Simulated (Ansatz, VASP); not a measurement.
## One calculation of Tl, two programs

File INCAR:

```
ALGO = Normal
EDIFF = 1E-7
ENCUT = 520
GGA = RE
ISIF = 2
ISMEAR = -1
LASPH = T
LCHARG = F
LREAL = F
LWAVE = F
NBANDS = 34
NELM = 100
PREC = Accurate
SIGMA = 0.1
```

The input KPOINTS:

```
k-points
0
Gamma
  11 11 3
```

Contents of POSCAR:

```
Tl
1.0
    3.7545637666      0.0000000000      0.0000000000
   -1.8772818833      3.2515476020      0.0000000000
    0.0000000000      0.0000000000     12.0501903726
Tl
4
Direct
    1.0000000000      1.0000000000      0.0000000000
    1.0000000000      1.0000000000      0.5000000000
    0.3333333333      0.6666666667      0.2500000000
    0.6666666667      0.3333333333      0.7500000000
```

Input for Ansatz:

```yaml
crystal:
  lattice:
    - [3.7545637666, 0.0, 0.0]
    - [-1.8772818833, 3.251547602, 0.0]
    - [0.0, 0.0, 12.0501903726]
  atoms:
    - { symbol: Tl, position: [1.0, 1.0, 0.0] }
    - { symbol: Tl, position: [1.0, 1.0, 0.5] }
    - { symbol: Tl, position: [0.3333333333, 0.6666666667, 0.25] }
    - { symbol: Tl, position: [0.6666666667, 0.3333333333, 0.75] }
hamiltonian:
  xc: revpbe
  pseudopotentials:
    kind: paw
    azcp:
      Tl: "pseudopotentials/Tl.paw.azcp"
basis:
  ecutwfc: 420
  fft_grid_basis: typed
kpoints:
  mp_grid: { grid: [11, 11, 3], shift: [0, 0, 0] }
magnetization:
  spin_polarized: false
scf:
  occupations: { method: fermi_dirac, width: 0.1 }
  lower_state_search: "off"
output:
  stress: true
  write_density: true
  write_potential: true
  elf: true
  volumetric_format: npy
```

Alike in both runs: task single point; functional revPBE; k mesh 11 × 11 × 3; occupations fermi-dirac, width 0.1 eV; no spin polarisation.

|  | VASP | Ansatz |
| --- | --- | --- |
| version | VASP 6.6.1 | Ansatz 0.2.0 |
| potentials or method | VASP PAW PBE potentials, release 64 (Tl_d), cutoff 520 eV | plane waves (420 eV) with PAW, scalar-relativistic |
| valence electrons in the cell | 52 | 52 |

```csv
,VASP,Ansatz,Ansatz less VASP
pressure (GPa),-1.8,-1.8,+0.05
"traceless stress, the component that is largest in VASP (GPa)",-0.17,-0.17,+0.003
```

VASP's potentials were made for PBE, not for revPBE.

Spin-orbit coupling is off throughout.
